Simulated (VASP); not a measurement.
Wanted: the native input for a VASP 6.6.1 run.

| Item | Value |
| --- | --- |
| Task | relaxation of cell and atoms |
| Functional | PBEsol |
| Potentials or basis | VASP PAW PBE potentials, release 64 (Sr_sv, Te) |
| Cutoff | 500 eV |
| k mesh | 6 × 6 × 6 |
| Occupations | fermi-dirac, width 0.02 eV |
| Spin | no spin polarisation |
| Dipole correction | no |
| Further INCAR settings | ALGO = Normal; EDIFF = 1e-07; IBRION = 2; EDIFFG = -0.005; NSW = 80; ISIF = 3 |

The structure of SrTe lies in POSCAR:

```
SrTe
1.0
    0.0000000000      3.3595006537      3.3595006537
    3.3595006537      0.0000000000      3.3595006537
    3.3595006537      3.3595006537      0.0000000000
Sr Te
1 1
Direct
    0.0000000000      0.0000000000      0.0000000000
    0.5000000000      0.5000000000      0.5000000000
```

The input as run:

INCAR

```
PREC = Accurate
ENCUT = 500
EDIFF = 1E-7
ISMEAR = -1
SIGMA = 0.02
LREAL = False
LASPH = True
NELM = 120
ALGO = Normal
ISIF = 3
LWAVE = False
LCHARG = False
GGA = PS
IBRION = 2
NSW = 80
EDIFFG = -0.005
GGA_COMPAT = False
NELMIN = 4
```

KPOINTS

```
Automatic mesh
0
Gamma
  6 6 6
```

Potentials or basis: VASP PAW PBE potentials, release 64 (Sr_sv, Te).

Launch:

```sh
$ cat potpaw_PBE.64/Sr_sv/POTCAR potpaw_PBE.64/Te/POTCAR > POTCAR
$ mpirun -np 1 vasp_std > vasp.out
```

Results of the run:

The relaxed volume is 36.19 Å³/atom, the relaxed cell is a = 4.678 Å, b = 4.678 Å, c = 4.678 Å, α = 60.00°, β = 60.00°, γ = 60.00° and the space group after relaxing (to 0.05 Å) is Fm-3m (No. 225). The energy gained by relaxing is 8.4 meV/atom and the ionic steps are 3. The pressure after relaxing is 0.0 GPa and the band gap on the k mesh is 1.55 eV, indirect (least direct gap 2.32 eV).

Caveat: the PAW data sets were made with another functional, which shifts forces and pressure a little; spin-orbit coupling is left out, which moves the levels of the heavy elements.

Wall time 44 s on 1 thread of Intel Xeon 6975P-C (shared host), peak memory 0.22 GiB.
